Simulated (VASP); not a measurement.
# B6C (P-31m) in VASP: single point with PBE

Aim: the single point of B6C with PBE.

Program: VASP 6.6.1. These are calculated values, not measurements. Logs are shortened: lines on timing, memory, paths and dates and some standing lists are left out, and cuts for length are marked.

## 1. The cell of the first run

Symmetry: P-31m, No. 162, trigonal system. Conventional cell: a = 3.624 Å, b = 3.624 Å, c = 3.962 Å, α = 90.00°, β = 90.00°, γ = 120.00°. Within 2.3 Å of B (site symmetry m) lie 1 C at 1.73 Å and 9 B at 1.87 to 2.11 Å. Within 2.3 Å of C (site symmetry -3m) lie 6 B at 1.73 Å.

The cell was built from a structure type or drawn by symmetry, and may not be a known phase.

## 2. Single point, PBE

The input, INCAR:

```
SYSTEM = B6C
ALGO = Normal
EDIFF = 1E-6
ENCUT = 600
GGA = PE
GGA_COMPAT = .FALSE.
ISIF = 2
ISMEAR = 0
LASPH = .TRUE.
LCHARG = .TRUE.
LELF = .TRUE.
LREAL = .FALSE.
LVHAR = .TRUE.
LWAVE = .FALSE.
NBANDS = 20
NELM = 120
PREC = Accurate
SIGMA = 0.2
```

The input, KPOINTS:

```
k-points
0
G
  4 4 4
  0 0 0
```

The input, POSCAR:

```
B6C
1.0
    3.6238497193      0.0000000000      0.0000000000
   -1.8119248596      3.1383459164      0.0000000000
    0.0000000000      0.0000000000      3.9621511025
B C
6 1
Direct
    0.3267450223      0.0000000000      0.3169845895
    0.0000000000      0.3267450223      0.3169845895
    0.6732549777      0.6732549777      0.3169845895
    0.0000000000      0.6732549777      0.6830154105
    0.6732549777      0.0000000000      0.6830154105
    0.3267450223      0.3267450223      0.6830154105
    0.0000000000      0.0000000000      0.0000000000
```

Potentials or basis: VASP PAW PBE potentials, release 64 (B, C).

The run is started by

```bash
cat potpaw_PBE.64/B/POTCAR potpaw_PBE.64/C/POTCAR > POTCAR
mpirun -np 1 vasp_std > vasp.out
```

OUTCAR:

```text
SYSTEM = B6C
   EDIFF = 1E-6
   ENCUT = 600
   GGA = PE
   ISIF = 2
   ISMEAR = 0
   LASPH = .TRUE.
   LREAL = .FALSE.
   NELM = 120
   PREC = Accurate

 ion  position               nearest neighbor table
   1  0.327  0.000  0.317-   7 1.73   6 1.87   4 1.87   5 1.92   2 2.05   3 2.05   3 2.11   2 2.11
                             3 2.11   2 2.11
   2  0.000  0.327  0.317-   7 1.73   6 1.87   5 1.87   4 1.92   1 2.05   3 2.05   3 2.11   1 2.11
                             1 2.11   3 2.11
   3  0.673  0.673  0.317-   7 1.73   5 1.87   4 1.87   6 1.92   2 2.05   1 2.05   2 2.11   1 2.11
                             1 2.11   2 2.11
   4  0.000  0.673  0.683-   7 1.73   3 1.87   1 1.87   2 1.92   5 2.05   6 2.05   6 2.11   5 2.11
                             5 2.11   6 2.11
   5  0.673  0.000  0.683-   7 1.73   3 1.87   2 1.87   1 1.92   4 2.05   6 2.05   6 2.11   4 2.11
                             6 2.11   4 2.11
   6  0.327  0.327  0.683-   7 1.73   1 1.87   2 1.87   3 1.92   4 2.05   5 2.05   4 2.11   5 2.11
                             5 2.11   4 2.11
   7  0.000  0.000  0.000-   2 1.73   4 1.73   1 1.73   5 1.73   3 1.73   6 1.73

  LATTYP: Found a hexagonal cell.
 ALAT       =     3.6238497193
 C/A-ratio  =     1.0933541425

  Lattice vectors:

 A1 = (   3.6238497193,   0.0000000000,   0.0000000000)
 A2 = (  -1.8119248596,   3.1383459164,   0.0000000000)
 A3 = (   0.0000000000,   0.0000000000,   3.9621511025)

Analysis of symmetry for initial positions (statically):
=====================================================================
 Subroutine PRICEL returns:
 Original cell was already a primitive cell.

 Routine SETGRP: Setting up the symmetry group for a
 hexagonal supercell.

 Subroutine GETGRP returns: Found 12 space group operations
 (whereof 12 operations were pure point group operations)
 out of a pool of 24 trial point group operations.

The static configuration has the point symmetry D_3d.

Analysis of symmetry for dynamics (positions and initial velocities):
=====================================================================
 Subroutine PRICEL returns:
 Original cell was already a primitive cell.

 Routine SETGRP: Setting up the symmetry group for a
 hexagonal supercell.

 Subroutine GETGRP returns: Found 12 space group operations
 (whereof 12 operations were pure point group operations)
 out of a pool of 24 trial point group operations.

The dynamic configuration has the point symmetry D_3d.

 Subroutine INISYM returns: Found 12 space group operations
 (whereof 12 operations are pure point group operations),
 and found     1 'primitive' translations

----------------------------------------------------------------------------------------

                                     Primitive cell

  volume of cell :      45.0611

  direct lattice vectors                    reciprocal lattice vectors
     3.623849719  0.000000000  0.000000000     0.275949633  0.159319595  0.000000000
    -1.811924860  3.138345916  0.000000000     0.000000000  0.318639190  0.000000000
     0.000000000  0.000000000  3.962151103     0.000000000  0.000000000  0.252388153

  length of vectors
     3.623849719  3.623849719  3.962151103     0.318639190  0.318639190  0.252388153

  position of ions in fractional coordinates (direct lattice)
     0.326745022  0.000000000  0.316984590
     1.000000000  0.326745022  0.316984590
     0.673254978  0.673254978  0.316984590
     1.000000000  0.673254978  0.683015410
     0.673254978  0.000000000  0.683015410
     0.326745022  0.326745022  0.683015410
     0.000000000  0.000000000  0.000000000

  ion indices of the primitive-cell ions
   primitive index   ion index
                 1           1
                 2           2
                 3           3
                 4           4
                 5           5
                 6           6
                 7           7

----------------------------------------------------------------------------------------

 KPOINTS: k-points

Automatic generation of k-mesh.
 Grid dimensions read from file:
 generate k-points for:    4    4    4

 Generating k-lattice:

  Cartesian coordinates                     Fractional coordinates (reciprocal lattice)
     0.068987408  0.039829899  0.000000000     0.250000000 -0.000000000  0.000000000
     0.000000000  0.079659797  0.000000000     0.000000000  0.250000000  0.000000000
     0.000000000  0.000000000  0.063097038     0.000000000  0.000000000  0.250000000

  Length of vectors
     0.079659797  0.079659797  0.063097038

  Shift w.r.t. Gamma in fractional coordinates (k-lattice)
     0.000000000  0.000000000  0.000000000

 Subroutine IBZKPT returns following result:
 ===========================================

 Found     13 irreducible k-points:

 Following reciprocal coordinates:
            Coordinates               Weight
  0.000000  0.000000  0.000000      1.000000
  0.250000 -0.000000  0.000000      6.000000
  0.500000 -0.000000  0.000000      3.000000
  0.250000  0.250000  0.000000      6.000000
  0.000000  0.000000  0.250000      2.000000
  0.250000 -0.000000  0.250000     12.000000
  0.500000 -0.000000  0.250000      6.000000
  0.250000  0.250000  0.250000      6.000000
 -0.250000  0.500000  0.250000      6.000000
  0.000000  0.000000  0.500000      1.000000
  0.250000 -0.000000  0.500000      6.000000
  0.500000 -0.000000  0.500000      3.000000
  0.250000  0.250000  0.500000      6.000000
   k-points           NKPTS =     13   k-points in BZ     NKDIM =     13   number of bands    NBANDS=     20
   number of dos      NEDOS =    301   number of ions     NIONS =      7
   total plane-waves  NPLWV =  28800
   dimension x,y,z NGX =    30 NGY =   30 NGZ =   32
   dimension x,y,z NGXF=    60 NGYF=   60 NGZF=   64
   ions per type =               6   1
   NGX,Y,Z   is equivalent  to a cutoff of  13.76, 13.76, 13.43 a.u.
   NGXF,Y,Z  is equivalent  to a cutoff of  27.53, 27.53, 26.85 a.u.
 SYSTEM =  B6C
   PREC   = accura    normal or accurate (medium, high low for compatibility)
   ISTART =      0    job   : 0-new  1-cont  2-samecut
   ICHARG =      2    charge: 1-file 2-atom 10-const
   ISPIN  =      1    spin polarized calculation?
   LNONCOLLINEAR =      F non collinear calculations
   LSORBIT =      F    spin-orbit coupling
   LASPH  =      T    aspherical Exc in radial PAW
   ENCUT  =  600.0 eV  44.10 Ry    6.64 a.u.   7.24  7.24  7.91*2*pi/ulx,y,z
   NELM   =    120;   NELMIN=  2; NELMDL= -5     # of ELM steps
   EDIFF  = 0.1E-05   stopping-criterion for ELM
   LREAL  =      F    real-space projection
   EDIFFG = 0.1E-04   stopping-criterion for IOM
   NSW    =      0    number of steps for IOM
   IBRION =     -1    ionic relax: 0-MD 1-quasi-New 2-CG
   NFREE  =      0    steps in history (QN), initial steepest desc. (CG)
   ISIF   =      2    stress and relaxation
   ISYM   =      2    0-nonsym 1-usesym 2-fastsym
   POTIM  = 0.5000    time-step for ionic-motion
   TEBEG  =    0.0;   TEEND  =   0.0 temperature during run
   PSTRESS=    0.0 pullay stress
   NELECT =      22.0000    total number of electrons
   NUPDOWN=      -1.0000    fix difference up-down
   EMIN   =  10.00;   EMAX   =-10.00  energy-range for DOS
   EFERMI =   0.00;   METHOD = LEGACY
   ISMEAR =     0;   SIGMA  =   0.20  broadening in eV -4-tet -1-fermi 0-gaus
   EFERMI_NEDOS =   21; number of points for ismear=-14 and -15
   IALGO  =     38    algorithm
   IMIX   =      4    mixing-type and parameters
     AMIX     =   0.40;   BMIX     =  1.00
     AMIX_MAG =   1.60;   BMIX_MAG =  1.00
  volume/ion in A,a.u.               =       6.44        43.44
  Fermi-wavevector in a.u.,A,eV,Ry     =   1.289085  2.436018 22.609364  1.661741
  Thomas-Fermi vector in A             =   2.421000
   LORBIT       =      0    0 simple, 1 ext, 2 COOP (PROOUT), +10 PAW based schemes
   GGA     = PE    functional components
   LHFCALC =     F    Hartree Fock is set to
   AEXX    =    0.0000 exact exchange contribution
   IVDW    =     0    specifies the selected vdW correction
   LEPSILON=     F    determine dielectric tensor
   LRPA    =     F    only Hartree local field effects (RPA)
 non-spin polarized calculation
 Gauss-broadening in eV      SIGMA  =   0.20
  energy-cutoff  :      600.00
  volume of cell :       45.06
 maximum number of plane-waves:      1520
 NGX is ok and might be reduce to    30
   NGX = 15   NGY = 15   NGZ = 15

 number of electron      22.0000001 magnetization

 Free energy of the ion-electron system (eV)
  ---------------------------------------------------
  ext. energy  EPLUGINS =         0.00000000
  ---------------------------------------------------
  free energy    TOTEN  =       -40.67421813 eV

  energy without entropy =      -40.64359762  energy(sigma->0) =      -40.65890787

 E-fermi :   8.6515     XC(G=0): -12.5124

 val. band max:        8.6498886722   @ k =   0.2500  -0.0000   0.2500
 cond. band min:       8.9925148942   @ k =   0.5000  -0.0000   0.0000
 fundamental gap:      0.3426262220
 Fermi energy:         8.6514850346

 k-point     1 :       0.0000    0.0000    0.0000
  band No.  band energies     occupation
      1      -9.9866      2.00000
      2      -3.6423      2.00000
      3      -2.2205      2.00000
      4       1.5721      2.00000
      5       1.5721      2.00000
      6       1.9083      2.00000
[... 12 lines left out ...]
     19      15.0546      0.00000
     20      15.0546      0.00000

 k-point     2 :       0.2500   -0.0000    0.0000
  band No.  band energies     occupation
      1      -9.3475      2.00000
      2      -3.9488      2.00000
      3      -1.8523      2.00000
      4      -1.5514      2.00000
      5       0.4724      2.00000
      6       0.5689      2.00000
[... 12 lines left out ...]
     19      16.5583      0.00000
     20      17.3827      0.00000
[... 212 lines left out ...]
      3      -4.8596      2.00000
      4      -1.9200      2.00000
      5      -0.6389      2.00000
      6       0.7818      2.00000
[... 12 lines left out ...]
     19      15.3705      0.00000
     20      16.8274      0.00000

 k-point    13 :       0.2500    0.2500    0.5000
  band No.  band energies     occupation
      1      -6.5652      2.00000
      2      -6.5064      2.00000
      3      -3.6822      2.00000
      4      -2.6801      2.00000
      5      -1.3075      2.00000
      6       0.0484      2.00000
[... 12 lines left out ...]
     19      17.0788      0.00000
     20      17.3733      0.00000

------------------------ aborting loop because EDIFF is reached ----------------------------------------

  FORCE on cell =-STRESS in cart. coord.  units (eV):
  Direction    XX          YY          ZZ          XY          YZ          ZX
  --------------------------------------------------------------------------------------
  -------------------------------------------------------------------------------------
  Total       -0.2151043     -0.2151043      0.0868651     -0.0000000      0.0000000     -0.0000000
  in kB       -7.6481720     -7.6481720      3.0885437     -0.0000000      0.0000000     -0.0000000
  external PRESSURE =      -4.0692668 kB  Pullay stress =       0.0000000 kB

 VOLUME and BASIS-vectors are now :
 -----------------------------------------------------------------------------
  energy-cutoff  :      600.00
  volume of cell :       45.06
      direct lattice vectors                 reciprocal lattice vectors
     3.623849719  0.000000000  0.000000000     0.275949633  0.159319595  0.000000000
    -1.811924860  3.138345916  0.000000000     0.000000000  0.318639190  0.000000000
     0.000000000  0.000000000  3.962151103     0.000000000  0.000000000  0.252388153

 POSITION                                       TOTAL-FORCE (eV/Angst)
 -----------------------------------------------------------------------------------
      1.18407      0.00000      1.25594         0.007819     -0.000000     -0.021185
     -0.59204      1.02544      1.25594        -0.003910      0.006772     -0.021185
      1.21989      2.11291      1.25594        -0.003910     -0.006772     -0.021185
     -1.21989      2.11291      2.70621         0.003910     -0.006772      0.021185
      2.43977      0.00000      2.70621        -0.007819      0.000000      0.021185
      0.59204      1.02544      2.70621         0.003910      0.006772      0.021185
      0.00000      0.00000      0.00000         0.000000      0.000000      0.000000
 -----------------------------------------------------------------------------------
    total drift:                               -0.000000      0.000000      0.000000

  FREE ENERGIE OF THE ION-ELECTRON SYSTEM (eV)
  ---------------------------------------------------
  free  energy   TOTEN  =       -40.6742181296 eV

  energy  without entropy=      -40.6435976194  energy(sigma->0) =      -40.65890787
```

Wall time 31 s (1 thread of AMD EPYC 7R13, shared host); peak memory 0.14 GiB.

Results:

```
Free energy            : -40.6742 eV
Pressure               : -0.4 GPa
Largest force          : 0.023 eV/Å
Band gap on the k mesh : zero (bands 11 and 12 overlap by 5.27 eV)
```

Forces on the atoms (eV/Å):
```
B    0.008  0.000 -0.021
B   -0.004  0.007 -0.021
B   -0.004 -0.007 -0.021
B    0.004 -0.007  0.021
B   -0.008  0.000  0.021
B    0.004  0.007  0.021
C    0.000  0.000  0.000
```

Caveat: the k points lie up to 0.50 Å⁻¹ apart, too coarse for converged energies and pressures of a metal.
